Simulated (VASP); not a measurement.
Crystal: Rh.

```xyz
2
Lattice="2.7310 0.0000 0.0000 -1.3655 2.3651 0.0000 0.0000 0.0000 4.4285" Properties=species:S:1:pos:R:3 pbc="T T T"
Rh    1.3655    0.7884    3.3214
Rh    0.0000    1.5767    1.1071
```

This isn't the form of Rh at room conditions, which is fcc.

```yaml
Program: VASP 6.6.1
Task: relaxation of cell and atoms
Functional: PBE
Potentials_or_basis: VASP PAW PBE potentials, release 64 (Rh_pv)
Cutoff: 600 eV
k_mesh: 12 × 12 × 8
Occupations: gaussian, width 0.1 eV
Spin: no spin polarisation
```

At the start: pressure -3.7 GPa; volume 14.30 Å³/atom.

Q: Where does the relaxation end?

A: Over 5 steps the energy falls by 2.5 meV/atom and the volume is 14.09 Å³/atom (-1.5 %); space group P6_3/mmc (No. 194, to 0.1 Å) before and after.

Step by step:
```tsv
step	energy change (eV)	largest force (eV/Å)	pressure (GPa)	volume (Å³)
1	0.0000	0.0000	-3.66	28.60
2	0.0204	0.0000	9.24	27.27
3	-0.0050	0.0000	0.01	28.19
4	-0.0050	0.0000	0.10	28.18
5	-0.0051	0.0000	0.04	28.18
```

Final structure:
```cif
data_structure
_symmetry_space_group_name_H-M 'P 1'
_symmetry_Int_Tables_number 1
_cell_length_a 2.7210
_cell_length_b 2.7210
_cell_length_c 4.3950
_cell_angle_alpha 90.000
_cell_angle_beta 90.000
_cell_angle_gamma 120.000
_cell_volume 28.18
loop_
_atom_site_label
_atom_site_type_symbol
_atom_site_fract_x
_atom_site_fract_y
_atom_site_fract_z
_atom_site_occupancy
Rh1 Rh 0.66667 0.33333 0.75000 1
Rh2 Rh 0.33333 0.66667 0.25000 1
```
